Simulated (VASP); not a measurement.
# Nd2Sb2Rh (P-3m1) in VASP: relaxation of cell and atoms with PBE

Aim: the relaxation of cell and atoms of Nd2Sb2Rh with PBE.

Everything below comes from runs of VASP 6.6.1. Logs are shortened: lines on timing, memory, paths and dates and some standing lists are left out, and cuts for length are marked.

### Step 1. The cell of the first run

Symmetry: P-3m1, No. 164, trigonal system. Conventional cell: a = 4.422 Å, b = 4.422 Å, c = 8.364 Å, α = 90.00°, β = 90.00°, γ = 120.00°. Within 4.0 Å of Nd (site symmetry 3m) lie 4 Sb at 3.04 to 3.85 Å and 3 Rh at 3.75 Å and 3 Nd at 3.83 Å. Within 3.7 Å of Sb (site symmetry 3m) lie 3 Rh at 2.78 Å and 3 Nd at 3.04 Å and 3 Sb at 3.37 Å. Rh (site symmetry -3m) has 6 Sb at 2.78 Å and 6 Nd at 3.75 Å within 3.8 Å.

The cell was generated, and may not be a known phase.

### Step 2. Relaxation of cell and atoms, PBE

The input, INCAR:

```
  PREC = Accurate
  ENCUT = 500
  EDIFF = 1E-7
  ISMEAR = 0
  SIGMA = 0.1
  LREAL = False
  LASPH = True
  NELM = 200
  ALGO = Normal
  ISIF = 3
  LWAVE = False
  LCHARG = False
  GGA = PE
  IBRION = 2
  NSW = 100
  EDIFFG = -0.01
  GGA_COMPAT = False
  NELMIN = 4
  LMAXMIX = 6
```

The input, KPOINTS:

```
Automatic mesh
0
Gamma
  12 12 6
```

The input, POSCAR:

```
Nd2Sb2Rh
1.0
    4.4224944621      0.0000000000      0.0000000000
   -2.2112472310      3.8299925523      0.0000000000
    0.0000000000      0.0000000000      8.3635809249
Nd Sb Rh
2 2 1
Direct
    0.3333333333      0.6666666667      0.6710279336
    0.6666666667      0.3333333333      0.3289720664
    0.3333333333      0.6666666667      0.1312539859
    0.6666666667      0.3333333333      0.8687460141
    0.0000000000      0.0000000000      0.0000000000
```

Potentials or basis: VASP PAW PBE potentials, release 64 (Nd_3, Sb, Rh_pv), 4f in core.

Command:

```
$ cat potpaw_PBE.64/Nd_3/POTCAR potpaw_PBE.64/Sb/POTCAR potpaw_PBE.64/Rh_pv/POTCAR > POTCAR
$ mpirun -np 1 vasp_std > vasp.out
```

OUTCAR:

```text
PREC = Accurate
   ENCUT = 500
   EDIFF = 1E-7
   ISMEAR = 0
   LREAL = False
   LASPH = True
   NELM = 200
   ISIF = 3
   GGA = PE
   IBRION = 2
   NSW = 100
   EDIFFG = -0.01
   NELMIN = 4

 ion  position               nearest neighbor table
   1  0.333  0.667  0.671-   4 3.04   4 3.04   4 3.04
   2  0.667  0.333  0.329-   3 3.04   3 3.04   3 3.04
   3  0.333  0.667  0.131-   5 2.78   5 2.78   5 2.78   2 3.04   2 3.04   2 3.04   4 3.37   4 3.37
                             4 3.37
   4  0.667  0.333  0.869-   5 2.78   5 2.78   5 2.78   1 3.04   1 3.04   1 3.04   3 3.37   3 3.37
                             3 3.37
   5  0.000  0.000  0.000-   3 2.78   4 2.78   3 2.78   4 2.78   4 2.78   3 2.78

  LATTYP: Found a hexagonal cell.
 ALAT       =     4.4224944621
 C/A-ratio  =     1.8911455959

  Lattice vectors:

 A1 = (   4.4224944621,   0.0000000000,   0.0000000000)
 A2 = (  -2.2112472310,   3.8299925523,   0.0000000000)
 A3 = (   0.0000000000,   0.0000000000,   8.3635809249)

Analysis of symmetry for initial positions (statically):
=====================================================================
 Subroutine PRICEL returns:
 Original cell was already a primitive cell.

 Routine SETGRP: Setting up the symmetry group for a
 hexagonal supercell.

 Subroutine GETGRP returns: Found 12 space group operations
 (whereof 12 operations were pure point group operations)
 out of a pool of 24 trial point group operations.

The static configuration has the point symmetry D_3d.

Analysis of symmetry for dynamics (positions and initial velocities):
=====================================================================
 Subroutine PRICEL returns:
 Original cell was already a primitive cell.

 Routine SETGRP: Setting up the symmetry group for a
 hexagonal supercell.

 Subroutine GETGRP returns: Found 12 space group operations
 (whereof 12 operations were pure point group operations)
 out of a pool of 24 trial point group operations.

The dynamic configuration has the point symmetry D_3d.

 Subroutine INISYM returns: Found 12 space group operations
 (whereof 12 operations are pure point group operations),
 and found     1 'primitive' translations

----------------------------------------------------------------------------------------

                                     Primitive cell

  volume of cell :     141.6633

  direct lattice vectors                    reciprocal lattice vectors
     4.422494462  0.000000000  0.000000000     0.226116733  0.130548557  0.000000000
    -2.211247231  3.829992552  0.000000000     0.000000000  0.261097113  0.000000000
     0.000000000  0.000000000  8.363580925     0.000000000  0.000000000  0.119566010

  length of vectors
     4.422494462  4.422494462  8.363580925     0.261097113  0.261097113  0.119566010

  position of ions in fractional coordinates (direct lattice)
     0.333333333  0.666666667  0.671027934
     0.666666667  0.333333333  0.328972066
     0.333333333  0.666666667  0.131253986
     0.666666667  0.333333333  0.868746014
     0.000000000  0.000000000  0.000000000

  ion indices of the primitive-cell ions
   primitive index   ion index
                 1           1
                 2           2
                 3           3
                 4           4
                 5           5

----------------------------------------------------------------------------------------

 KPOINTS: Automatic mesh

Automatic generation of k-mesh.
 Grid dimensions read from file:
 generate k-points for:   12   12    6

 Generating k-lattice:

  Cartesian coordinates                     Fractional coordinates (reciprocal lattice)
     0.018843061  0.010879046  0.000000000     0.083333333 -0.000000000  0.000000000
     0.000000000  0.021758093  0.000000000     0.000000000  0.083333333  0.000000000
     0.000000000  0.000000000  0.019927668     0.000000000  0.000000000  0.166666667

  Length of vectors
     0.021758093  0.021758093  0.019927668

  Shift w.r.t. Gamma in fractional coordinates (k-lattice)
     0.000000000  0.000000000  0.000000000

 Subroutine IBZKPT returns following result:
 ===========================================

 Found    100 irreducible k-points:

 Following reciprocal coordinates:
            Coordinates               Weight
  0.000000  0.000000  0.000000      1.000000
  0.083333  0.000000  0.000000      6.000000
  0.166667  0.000000  0.000000      6.000000
  0.250000  0.000000  0.000000      6.000000
  0.333333 -0.000000  0.000000      6.000000
  0.416667 -0.000000  0.000000      6.000000
[... 16 lines left out ...]
  0.166667  0.000000  0.166667      6.000000
  0.000000  0.166667  0.166667      6.000000
 [... further k-points ...]
   k-points           NKPTS =    100   k-points in BZ     NKDIM =    100   number of bands    NBANDS=     28
   number of dos      NEDOS =    301   number of ions     NIONS =      5
   total plane-waves  NPLWV =  65536
   dimension x,y,z NGX =    32 NGY =   32 NGZ =   64
   dimension x,y,z NGXF=    64 NGYF=   64 NGZF=  128
   ions per type =               2   2   1
   NGX,Y,Z   is equivalent  to a cutoff of  12.03, 12.03, 12.72 a.u.
   NGXF,Y,Z  is equivalent  to a cutoff of  24.06, 24.06, 25.44 a.u.
 SYSTEM =  unknown system
   PREC   = accura    normal or accurate (medium, high low for compatibility)
   ISTART =      0    job   : 0-new  1-cont  2-samecut
   ICHARG =      2    charge: 1-file 2-atom 10-const
   ISPIN  =      1    spin polarized calculation?
   LNONCOLLINEAR =      F non collinear calculations
   LSORBIT =      F    spin-orbit coupling
   LASPH  =      T    aspherical Exc in radial PAW
   ENCUT  =  500.0 eV  36.75 Ry    6.06 a.u.   8.06  8.06 15.25*2*pi/ulx,y,z
   NELM   =    200;   NELMIN=  4; NELMDL= -5     # of ELM steps
   EDIFF  = 0.1E-06   stopping-criterion for ELM
   LREAL  =      F    real-space projection
   EDIFFG = -.1E-01   stopping-criterion for IOM
   NSW    =    100    number of steps for IOM
   IBRION =      2    ionic relax: 0-MD 1-quasi-New 2-CG
   NFREE  =      1    steps in history (QN), initial steepest desc. (CG)
   ISIF   =      3    stress and relaxation
   ISYM   =      2    0-nonsym 1-usesym 2-fastsym
   POTIM  = 0.5000    time-step for ionic-motion
   TEBEG  =    0.0;   TEEND  =   0.0 temperature during run
   PSTRESS=    0.0 pullay stress
   NELECT =      47.0000    total number of electrons
   NUPDOWN=      -1.0000    fix difference up-down
   EMIN   =  10.00;   EMAX   =-10.00  energy-range for DOS
   EFERMI =   0.00;   METHOD = LEGACY
   ISMEAR =     0;   SIGMA  =   0.10  broadening in eV -4-tet -1-fermi 0-gaus
   EFERMI_NEDOS =   21; number of points for ismear=-14 and -15
   IALGO  =     38    algorithm
   IMIX   =      4    mixing-type and parameters
     AMIX     =   0.40;   BMIX     =  1.00
     AMIX_MAG =   1.60;   BMIX_MAG =  1.00
  volume/ion in A,a.u.               =      28.33       191.20
  Fermi-wavevector in a.u.,A,eV,Ry     =   1.133326  2.141676 17.475710  1.284428
  Thomas-Fermi vector in A             =   2.270029
   LORBIT       =      0    0 simple, 1 ext, 2 COOP (PROOUT), +10 PAW based schemes
   GGA     = PE    functional components
   LHFCALC =     F    Hartree Fock is set to
   AEXX    =    0.0000 exact exchange contribution
   IVDW    =     0    specifies the selected vdW correction
   LEPSILON=     F    determine dielectric tensor
   LRPA    =     F    only Hartree local field effects (RPA)
 conjugate gradient relaxation of ions
 non-spin polarized calculation
 Gauss-broadening in eV      SIGMA  =   0.10
  energy-cutoff  :      500.00
  volume of cell :      141.66
 maximum number of plane-waves:      3620
   NGX = 17   NGY = 17   NGZ = 31

--------------------------------------- Ionic step        1  -------------------------------------------

 number of electron      47.0000001 magnetization

 Free energy of the ion-electron system (eV)
  ---------------------------------------------------
  ext. energy  EPLUGINS =         0.00000000
  ---------------------------------------------------
  free energy    TOTEN  =       -27.26519883 eV

  energy without entropy =      -27.23633167  energy(sigma->0) =      -27.25076525

------------------------ aborting loop because EDIFF is reached ----------------------------------------

  FORCE on cell =-STRESS in cart. coord.  units (eV):
  Direction    XX          YY          ZZ          XY          YZ          ZX
  --------------------------------------------------------------------------------------
  -------------------------------------------------------------------------------------
  Total       -0.0992584     -0.0992584      0.1074558     -0.0000000      0.0000000     -0.0000000
  in kB       -1.1225885     -1.1225885      1.2152981     -0.0000000      0.0000000     -0.0000000
  external PRESSURE =      -0.3432929 kB  Pullay stress =       0.0000000 kB
[... 98 lines left out ...]
  FREE ENERGIE OF THE ION-ELECTRON SYSTEM (eV)
  ---------------------------------------------------
  free  energy   TOTEN  =       -27.2673588889 eV

  energy  without entropy=      -27.2372358345  energy(sigma->0) =      -27.25229736

[... ionic steps 4 to 11 ...]

--------------------------------------- Ionic step       12  -------------------------------------------

 number of electron      46.9999992 magnetization

------------------------ aborting loop because EDIFF is reached ----------------------------------------

  FORCE on cell =-STRESS in cart. coord.  units (eV):
  Direction    XX          YY          ZZ          XY          YZ          ZX
  --------------------------------------------------------------------------------------
  -------------------------------------------------------------------------------------
  Total        0.0779495      0.0779495      0.0810906      0.0000000      0.0000000      0.0000000
  in kB        0.8824597      0.8824597      0.9180199      0.0000000      0.0000000      0.0000000
  external PRESSURE =       0.8943131 kB  Pullay stress =       0.0000000 kB
[... 63 lines left out ...]
  energy  without entropy=      -27.2368310390  energy(sigma->0) =      -27.25258605

--------------------------------------- Ionic step       14  -------------------------------------------

 number of electron      46.9999991 magnetization

 Free energy of the ion-electron system (eV)
  ---------------------------------------------------
  ext. energy  EPLUGINS =         0.00000000
  ---------------------------------------------------
  free energy    TOTEN  =       -27.26838532 eV

  energy without entropy =      -27.23673764  energy(sigma->0) =      -27.25256148

 E-fermi :   6.3098     XC(G=0): -10.0834

 val. band max:        6.3005410808   @ k =   0.2500   0.0833   0.3333
 cond. band min:       6.3100605536   @ k =   0.1667   0.0833   0.5000
 fundamental gap:      0.0095194727
 Fermi energy:         6.3097592057

 k-point     1 :       0.0000    0.0000    0.0000
  band No.  band energies     occupation
      1     -40.2805      2.00000
      2     -40.2805      2.00000
      3     -40.1109      2.00000
      4     -32.3432      2.00000
      5     -32.3089      2.00000
      6     -13.7195      2.00000
[... 733 lines left out ...]
     27       7.0099      0.00000
     28       7.2688      0.00000

 [... further k-points ...]

------------------------ aborting loop because EDIFF is reached ----------------------------------------

  FORCE on cell =-STRESS in cart. coord.  units (eV):
  Direction    XX          YY          ZZ          XY          YZ          ZX
  --------------------------------------------------------------------------------------
  -------------------------------------------------------------------------------------
  Total        0.0086728      0.0086728      0.0260671      0.0000000     -0.0000000     -0.0000000
  in kB        0.0980360      0.0980360      0.2946584      0.0000000     -0.0000000     -0.0000000
  external PRESSURE =       0.1635768 kB  Pullay stress =       0.0000000 kB
[... 20 lines left out ...]
  FREE ENERGIE OF THE ION-ELECTRON SYSTEM (eV)
  ---------------------------------------------------
  free  energy   TOTEN  =       -27.2683853220 eV

  energy  without entropy=      -27.2367376363  energy(sigma->0) =      -27.25256148

 reached required accuracy - stopping structural energy minimisation
```

It took 29 min on 1 thread of AMD EPYC 9R45 (Zen 5), shared host; peak memory 0.51 GiB.

Results:

| Quantity | Value |
| --- | --- |
| Free energy | -27.2684 eV |
| Relaxed volume | 28.35 Å³/atom |
| Relaxed cell | a = 4.389 Å, b = 4.389 Å, c = 8.496 Å, α = 90.00°, β = 90.00°, γ = 120.00° |
| Space group after relaxing (to 0.1 Å) | P-3m1 (No. 164) |
| Energy gained by relaxing | 0.6 meV/atom |
| Ionic steps | 14 |
| Pressure after relaxing | 0.0 GPa |
| Largest force after relaxing | 0.007 eV/Å |
| Band gap on the k mesh | zero (an odd number of electrons rules out a gap without spin polarisation) |

Forces in eV/Å, atoms in the order of the input:
```
Nd   0.000  0.000  0.005
Nd   0.000  0.000 -0.005
Sb   0.000  0.000  0.007
Sb   0.000  0.000 -0.007
Rh   0.000  0.000  0.000
```

The path:
| step | energy change (eV) | largest force (eV/Å) | pressure (GPa) | volume (Å³) |
| --- | --- | --- | --- | --- |
| 1 | 0.0000 | 0.0766 | -0.03 | 141.66 |
| 2 | -0.0009 | 0.0588 | 0.00 | 141.54 |
| 3 | -0.0022 | 0.0255 | 0.13 | 141.16 |
| 4 | -0.0024 | 0.0347 | -0.19 | 141.80 |
| 5 | -0.0025 | 0.0206 | -0.07 | 141.57 |
| 6 | -0.0029 | 0.0140 | -0.03 | 141.57 |
| 7 | -0.0030 | 0.0200 | 0.00 | 141.57 |
| 8 | -0.0030 | 0.0218 | 0.00 | 141.57 |
| 9 | -0.0031 | 0.0146 | 0.04 | 141.55 |
| 10 | -0.0031 | 0.0077 | 0.07 | 141.54 |
| 11 | -0.0031 | 0.0064 | 0.13 | 141.50 |
| 12 | -0.0031 | 0.0025 | 0.09 | 141.52 |
| 13 | -0.0031 | 0.0011 | 0.07 | 141.58 |
| 14 | -0.0032 | 0.0068 | 0.02 | 141.74 |

Final structure:
```
CELL_PARAMETERS angstrom
4.38899 0.00000 0.00000
-2.19449 3.80097 0.00000
0.00000 0.00000 8.49620
ATOMIC_POSITIONS crystal
Nd 0.33333 0.66667 0.66915
Nd 0.66667 0.33333 0.33085
Sb 0.33333 0.66667 0.12989
Sb 0.66667 0.33333 0.87011
Rh 0.00000 0.00000 0.00000
```

Caveat: spin-orbit coupling is left out, which moves the levels of the heavy elements; the 4f electrons are frozen in the core, so they carry no moment and show no levels. Spin polarisation is off, so any magnetic state and its effect on volume and gap are missing.
